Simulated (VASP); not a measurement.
Write the native input for VASP 6.6.1 that does the following.

- Task: single point
- Functional: r2SCAN
- Potentials or basis: VASP PAW PBE potentials, release 64 (Ti_sv)
- Cutoff: 520 eV
- k mesh: 18 × 18 × 12
- Occupations: gaussian, width 0.1 eV
- Spin: no spin polarisation
- Dipole correction: no
- Further INCAR settings: ALGO = Normal; EDIFF = 1e-06; NBANDS = 19

The system is Ti.

```
Ti
1.0
     1.97295    1.97295    0.00000
    -1.97295    1.97295    0.00000
     0.00000    0.00000    4.37019
Ti
2
Direct
  0.00000 0.00000 0.00000
  0.50000 0.50000 0.50000
```

This cell differs from its parent crystal: biaxial strain in the a-b plane: -4.0 %, then relaxed in part.

These files were run (other wordings do the same):

POSCAR

```
Ti
1.0
    1.9729455508      1.9729455508      0.0000000000
   -1.9729455508      1.9729455508      0.0000000000
    0.0000000000      0.0000000000      4.3701855994
Ti
2
Direct
    0.0000000000      0.0000000000      0.0000000000
    0.5000000000      0.5000000000      0.5000000000
```

INCAR.step1

```
SYSTEM = Ti
ALGO = Normal
EDIFF = 1E-4
ENCUT = 520
GGA = PE
ISMEAR = 0
LASPH = .TRUE.
LCHARG = .FALSE.
LREAL = .FALSE.
LWAVE = .TRUE.
NBANDS = 19
NELM = 100
PREC = Accurate
SIGMA = 0.1
```

INCAR.step2

```
SYSTEM = Ti
ALGO = Normal
EDIFF = 1E-6
ENCUT = 520
ISIF = 2
ISMEAR = 0
ISTART = 1
LASPH = .TRUE.
LCHARG = .FALSE.
LMIXTAU = .TRUE.
LREAL = .FALSE.
LWAVE = .FALSE.
METAGGA = R2SCAN
NBANDS = 19
NELM = 100
PREC = Accurate
SIGMA = 0.1
```

KPOINTS

```
k-points
0
G
  18 18 12
  0 0 0
```

Potentials or basis: VASP PAW PBE potentials, release 64 (Ti_sv).

Command:

```bash
$ cat potpaw_PBE.64/Ti_sv/POTCAR > POTCAR
$ cp INCAR.step1 INCAR
$ mpirun -np 1 vasp_std > vasp.out
$ cp INCAR.step2 INCAR
$ mpirun -np 1 vasp_std > vasp.out
```

It gave:

The pressure is 2.5 GPa. The band gap on the k mesh is zero (bands 12 and 13 overlap by 1.26 eV).

Caveat: the cell differs from its parent crystal (biaxial strain in the a-b plane: -4.0 %, then relaxed in part); the PAW data sets were made with another functional, which shifts forces and pressure a little.

It took 17 min on 1 thread of Intel Xeon 8259CL (shared host), peak memory 0.32 GiB.
